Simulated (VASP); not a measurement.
# SiC (Moissanite 3C) (F-43m) in VASP: further runs, part 2 of 2

VASP 6.6.1. The steps go on from the part before.

## (4) Single point, PBE (volume scaled by 0.840)

Contents of INCAR:

```
SYSTEM = SiC
ALGO = Normal
EDIFF = 1E-6
ENCUT = 520
GGA = PE
ISIF = 2
ISMEAR = 0
LASPH = .True.
LCHARG = .False.
LREAL = .False.
LWAVE = .False.
NBANDS = 11
NELM = 80
PREC = Accurate
SIGMA = 0.05
```

Contents of KPOINTS:

```
k-points
0
Gamma
  18 18 18
  0 0 0
```

Contents of POSCAR:

```
SiC
1.0
    0.0000000000      2.0662021643      2.0662021643
    2.0662021643      0.0000000000      2.0662021643
    2.0662021643      2.0662021643      0.0000000000
Si C
1 1
Direct
    0.0000000000      0.0000000000      0.0000000000
    0.2500000000      0.2500000000      0.2500000000
```

Potentials or basis: VASP PAW PBE potentials, release 64 (Si, C).

Run with:

```bash
$ cat potpaw_PBE.64/Si/POTCAR potpaw_PBE.64/C/POTCAR > POTCAR
$ mpirun -np 1 vasp_std > vasp.out
```

OUTCAR:

```text
SYSTEM = SiC
   EDIFF = 1E-6
   ENCUT = 520
   GGA = PE
   ISIF = 2
   ISMEAR = 0
   LASPH = .True.
   LREAL = .False.
   NELM = 80
   PREC = Accurate

 ion  position               nearest neighbor table
   1  0.000  0.000  0.000-   2 1.79   2 1.79   2 1.79   2 1.79
   2  0.250  0.250  0.250-   1 1.79   1 1.79   1 1.79   1 1.79

  LATTYP: Found a face centered cubic cell.
 ALAT       =     4.1324043286

  Lattice vectors:

 A1 = (   0.0000000000,   2.0662021643,   2.0662021643)
 A2 = (   2.0662021643,   0.0000000000,   2.0662021643)
 A3 = (   2.0662021643,   2.0662021643,   0.0000000000)
[... 513 lines left out ...]
      7      19.0921      0.00000
      8      20.6671      0.00000
      9      23.0687      0.00000
     10      24.9037      0.00000
     11      27.2189      0.00000

 [... further k-points ...]
[... 5 lines left out ...]
  --------------------------------------------------------------------------------------
  -------------------------------------------------------------------------------------
  Total        5.6943239      5.6943239      5.6943239      0.0000000      0.0000000      0.0000000
  in kB      517.1354626    517.1354626    517.1354626      0.0000000      0.0000000      0.0000000
  external PRESSURE =     517.1354626 kB  Pullay stress =       0.0000000 kB

 VOLUME and BASIS-vectors are now :
 -----------------------------------------------------------------------------
  energy-cutoff  :      520.00
  volume of cell :       17.64
      direct lattice vectors                 reciprocal lattice vectors
     0.000000000  2.066202164  2.066202164    -0.241989873  0.241989873  0.241989873
     2.066202164  0.000000000  2.066202164     0.241989873 -0.241989873  0.241989873
     2.066202164  2.066202164  0.000000000     0.241989873  0.241989873 -0.241989873

 POSITION                                       TOTAL-FORCE (eV/Angst)
 -----------------------------------------------------------------------------------
      0.00000      0.00000      0.00000        -0.000000     -0.000000     -0.000000
      1.03310      1.03310      1.03310         0.000000      0.000000      0.000000
 -----------------------------------------------------------------------------------
    total drift:                                0.000000      0.000000      0.000000

  FREE ENERGIE OF THE ION-ELECTRON SYSTEM (eV)
  ---------------------------------------------------
  free  energy   TOTEN  =       -14.5892420551 eV

  energy  without entropy=      -14.5892420551  energy(sigma->0) =      -14.58924206
```

stdout:

```text
POSCAR found type information on POSCAR SiC
 POSCAR found :  2 types and       2 ions
 scaLAPACK will be used
 LDA part: xc-table for (Slater+PW92), standard interpolation
 POSCAR, INCAR and KPOINTS ok, starting setup
 FFT: planning ... GRIDC
 FFT: planning ... GRID_SOFT
 FFT: planning ... GRID
 WAVECAR not read
 entering main loop
```

Run time: 18 s. Hardware: 1 thread of Intel Xeon 6975P-C, shared host; peak memory 0.16 GiB.

What came out:

```
Free energy            : -14.5892 eV
Pressure               : 51.7 GPa
Band gap on the k mesh : 1.19 eV, indirect (least direct gap 4.68 eV)
```

 A k mesh can miss the band edges.

## (5) Single point, PBE (volume scaled by 0.880)

Contents of INCAR:

```
SYSTEM = SiC
  ALGO = Normal
  EDIFF = 1E-6
  ENCUT = 520
  GGA = PE
  ISIF = 2
  ISMEAR = 0
  LASPH = .TRUE.
  LCHARG = .FALSE.
  LREAL = .FALSE.
  LWAVE = .FALSE.
  NBANDS = 11
  NELM = 60
  PREC = Accurate
  SIGMA = 0.05
```

Contents of KPOINTS:

```
k-points
0
G
  18 18 18
  0 0 0
```

Contents of POSCAR:

```
SiC
1.0
    0.0000000000      2.0984917885      2.0984917885
    2.0984917885      0.0000000000      2.0984917885
    2.0984917885      2.0984917885      0.0000000000
Si C
1 1
Direct
    0.0000000000      0.0000000000      0.0000000000
    0.2500000000      0.2500000000      0.2500000000
```

Potentials or basis: VASP PAW PBE potentials, release 64 (Si, C).

Run with:

```bash
$ cat potpaw_PBE.64/Si/POTCAR potpaw_PBE.64/C/POTCAR > POTCAR
$ mpirun -np 1 vasp_std > vasp.out
```

OUTCAR:

```text
SYSTEM = SiC
   EDIFF = 1E-6
   ENCUT = 520
   GGA = PE
   ISIF = 2
   ISMEAR = 0
   LASPH = .TRUE.
   LREAL = .FALSE.
   NELM = 60
   PREC = Accurate

 ion  position               nearest neighbor table
   1  0.000  0.000  0.000-   2 1.82   2 1.82   2 1.82   2 1.82
   2  0.250  0.250  0.250-   1 1.82   1 1.82   1 1.82   1 1.82

  LATTYP: Found a face centered cubic cell.
 ALAT       =     4.1969835770

  Lattice vectors:

 A1 = (   0.0000000000,   2.0984917885,   2.0984917885)
 A2 = (   2.0984917885,   0.0000000000,   2.0984917885)
 A3 = (   2.0984917885,   2.0984917885,   0.0000000000)

Analysis of symmetry for initial positions (statically):
=====================================================================
 Subroutine PRICEL returns:
 Original cell was already a primitive cell.

 Routine SETGRP: Setting up the symmetry group for a
 face centered cubic supercell.

 Subroutine GETGRP returns: Found 24 space group operations
 (whereof 24 operations were pure point group operations)
 out of a pool of 48 trial point group operations.

The static configuration has the point symmetry T_d .

Analysis of symmetry for dynamics (positions and initial velocities):
=====================================================================
 Subroutine PRICEL returns:
 Original cell was already a primitive cell.

 Routine SETGRP: Setting up the symmetry group for a
 face centered cubic supercell.

 Subroutine GETGRP returns: Found 24 space group operations
 (whereof 24 operations were pure point group operations)
 out of a pool of 48 trial point group operations.

The dynamic configuration has the point symmetry T_d .

 Subroutine INISYM returns: Found 24 space group operations
 (whereof 24 operations are pure point group operations),
 and found     1 'primitive' translations

----------------------------------------------------------------------------------------

                                     Primitive cell

  volume of cell :      18.4821

[... 117 lines left out ...]
   LEPSILON=     F    determine dielectric tensor
   LRPA    =     F    only Hartree local field effects (RPA)
 non-spin polarized calculation
 Gauss-broadening in eV      SIGMA  =   0.05
  energy-cutoff  :      520.00
  volume of cell :       18.48
 maximum number of plane-waves:       531
 NGX is ok and might be reduce to    24
   NGX = 11   NGY = 11   NGZ = 11

 number of electron       8.0000000 magnetization

 Free energy of the ion-electron system (eV)
  ---------------------------------------------------
  ext. energy  EPLUGINS =         0.00000000
  ---------------------------------------------------
  free energy    TOTEN  =       -14.81454315 eV

  energy without entropy =      -14.81454315  energy(sigma->0) =      -14.81454315

 E-fermi :   9.6671     XC(G=0): -11.8566

 val. band max:        9.4242973583   @ k =   0.0000   0.0000   0.0000
 cond. band min:      10.6675213795   @ k =   0.5000   0.5000   0.0000
 fundamental gap:      1.2432240211
 Fermi energy:         9.6671095351

 k-point     1 :       0.0000    0.0000    0.0000
  band No.  band energies     occupation
      1      -6.8927      2.00000
      2       9.4243      2.00000
      3       9.4243      2.00000
      4       9.4243      2.00000
      5      16.9977      0.00000
      6      17.5647      0.00000
      7      17.5647      0.00000
      8      17.5647      0.00000
      9      24.6171      0.00000
     10      24.6171      0.00000
     11      27.6328      0.00000
[... 309 lines left out ...]
 k-point    24 :      -0.2222    0.0556    0.0000
  band No.  band energies     occupation
      1      -5.6187      2.00000
      2       5.1781      2.00000
      3       8.3310      2.00000
      4       9.0347      2.00000
      5      16.6285      0.00000
      6      17.9741      0.00000
      7      18.1786      0.00000
      8      19.6599      0.00000
      9      22.2481      0.00000
     10      23.9710      0.00000
     11      26.1839      0.00000

 [... further k-points ...]

------------------------ aborting loop because EDIFF is reached ----------------------------------------

  FORCE on cell =-STRESS in cart. coord.  units (eV):
  Direction    XX          YY          ZZ          XY          YZ          ZX
  --------------------------------------------------------------------------------------
  -------------------------------------------------------------------------------------
  Total        4.0024260      4.0024260      4.0024260      0.0000000      0.0000000      0.0000000
  in kB      346.9621265    346.9621265    346.9621265      0.0000000      0.0000000      0.0000000
  external PRESSURE =     346.9621265 kB  Pullay stress =       0.0000000 kB

 VOLUME and BASIS-vectors are now :
 -----------------------------------------------------------------------------
  energy-cutoff  :      520.00
  volume of cell :       18.48
      direct lattice vectors                 reciprocal lattice vectors
     0.000000000  2.098491789  2.098491789    -0.238266360  0.238266360  0.238266360
     2.098491789  0.000000000  2.098491789     0.238266360 -0.238266360  0.238266360
     2.098491789  2.098491789  0.000000000     0.238266360  0.238266360 -0.238266360

 POSITION                                       TOTAL-FORCE (eV/Angst)
 -----------------------------------------------------------------------------------
      0.00000      0.00000      0.00000        -0.000000     -0.000000     -0.000000
      1.04925      1.04925      1.04925         0.000000      0.000000      0.000000
 -----------------------------------------------------------------------------------
    total drift:                                0.000000      0.000000      0.000000

  FREE ENERGIE OF THE ION-ELECTRON SYSTEM (eV)
  ---------------------------------------------------
  free  energy   TOTEN  =       -14.8145431539 eV

  energy  without entropy=      -14.8145431539  energy(sigma->0) =      -14.81454315
```

OSZICAR:

```text
N       E                     dE             d eps       ncg     rms          rms(c)
DAV:   1     0.241961824044E+01    0.24196E+01   -0.41593E+03  4589   0.625E+02
DAV:   2    -0.164717217949E+02   -0.18891E+02   -0.18140E+02  5396   0.110E+02
DAV:   3    -0.170082866478E+02   -0.53656E+00   -0.53547E+00  5256   0.148E+01
DAV:   4    -0.170101090402E+02   -0.18224E-02   -0.18223E-02  4917   0.110E+00
DAV:   5    -0.170101161785E+02   -0.71383E-05   -0.71383E-05  5245   0.636E-02    0.101E+01
DAV:   6    -0.149141663697E+02    0.20959E+01   -0.66928E+00  4815   0.122E+01    0.459E+00
DAV:   7    -0.148229803185E+02    0.91186E-01   -0.54802E-01  5157   0.417E+00    0.201E+00
DAV:   8    -0.148143379838E+02    0.86423E-02   -0.21860E-02  4806   0.994E-01    0.170E-01
DAV:   9    -0.148144498773E+02   -0.11189E-03   -0.13579E-03  5317   0.221E-01    0.118E-01
DAV:  10    -0.148145411888E+02   -0.91312E-04   -0.17670E-04  4803   0.850E-02    0.260E-02
DAV:  11    -0.148145427856E+02   -0.15968E-05   -0.26583E-05  5145   0.287E-02    0.626E-03
DAV:  12    -0.148145431539E+02   -0.36830E-06   -0.11690E-06  3227   0.681E-03
   1 F= -.14814543E+02 E0= -.14814543E+02  d E =-.125842E-14
```

stdout:

```text
POSCAR found type information on POSCAR SiC
 POSCAR found :  2 types and       2 ions
 scaLAPACK will be used
 LDA part: xc-table for (Slater+PW92), standard interpolation
 POSCAR, INCAR and KPOINTS ok, starting setup
 FFT: planning ... GRIDC
 FFT: planning ... GRID_SOFT
 FFT: planning ... GRID
 WAVECAR not read
 entering main loop
```

Run time: 18 s. Hardware: 1 thread of Intel Xeon 6975P-C, shared host; peak memory 0.16 GiB.

What came out:

```yaml
Free_energy: -14.8145 eV
Pressure: 34.7 GPa
Band_gap_on_the_k_mesh: 1.24 eV, indirect (least direct gap 4.64 eV)
```

 A k mesh can miss the band edges.

## (6) Single point, PBE (volume scaled by 0.920)

Contents of INCAR:

```
PREC = Accurate ; ENCUT = 520
EDIFF = 1E-6 ; ISMEAR = 0
SIGMA = 0.05 ; LREAL = F
LASPH = T ; NELM = 100
ALGO = Normal ; ISIF = 2
LWAVE = F ; LCHARG = T
GGA = PE ; LELF = T
LVHAR = T ; NBANDS = 11
```

Contents of KPOINTS:

```
regular mesh
0
Gamma
  18 18 18
```

Contents of POSCAR:

```
SiC
1.0
    0.0000000000      2.1298171798      2.1298171798
    2.1298171798      0.0000000000      2.1298171798
    2.1298171798      2.1298171798      0.0000000000
Si C
1 1
Direct
    0.0000000000      0.0000000000      0.0000000000
    0.2500000000      0.2500000000      0.2500000000
```

Potentials or basis: VASP PAW PBE potentials, release 64 (Si, C).

Run with:

```bash
$ cat potpaw_PBE.64/Si/POTCAR potpaw_PBE.64/C/POTCAR > POTCAR
$ mpirun -np 1 vasp_std > vasp.out
```

Run time: 19 s. Hardware: 1 thread of Intel Xeon 6975P-C, shared host; peak memory 0.16 GiB.

Results (log left out):

- Free energy: -14.9590 eV
- Pressure: 20.8 GPa
- Band gap on the k mesh: 1.29 eV, indirect (least direct gap 4.61 eV)

Levels at points of the mesh, in eV from the valence-band top:
| k point | band 1 | band 2 | band 3 | band 4 | band 5 | band 6 | band 7 | band 8 | band 9 |
| --- | --- | --- | --- | --- | --- | --- | --- | --- | --- |
| (0.00, 0.00, 0.00) | -15.95 | 0.00 | 0.00 | 0.00 | 7.04 | 7.80 | 7.80 | 7.80 | 14.92 |
| (0.50, 0.00, 0.00) | -12.12 | -8.92 | -1.06 | -1.06 | 6.07 | 7.51 | 7.51 | 10.44 | 17.06 |
| (0.50, 0.50, 0.00) | -10.60 | -8.02 | -3.32 | -3.32 | 1.29 | 4.57 | 14.85 | 14.85 | 15.73 |

## (7) Summary

```tsv
cell	gap on the mesh (eV)	pressure (GPa)
a = 2.776 Å, angles 60.0°, 2 atoms	1.00	130.0
a = 2.826 Å, angles 60.0°, 2 atoms	1.07	98.2
a = 2.922 Å, angles 60.0°, 2 atoms	1.19	51.7
a = 2.968 Å, angles 60.0°, 2 atoms	1.24	34.7
a = 3.012 Å, angles 60.0°, 2 atoms	1.29	20.8
```

Alike in all rows: task single point; level PBE; potentials or basis VASP PAW PBE potentials, release 64 (Si, C); no spin polarisation; k mesh 18 × 18 × 18; cutoff (eV) 520; smearing gaussian 0.05 eV.

Absolute energies hang on the potentials; compare differences alone.
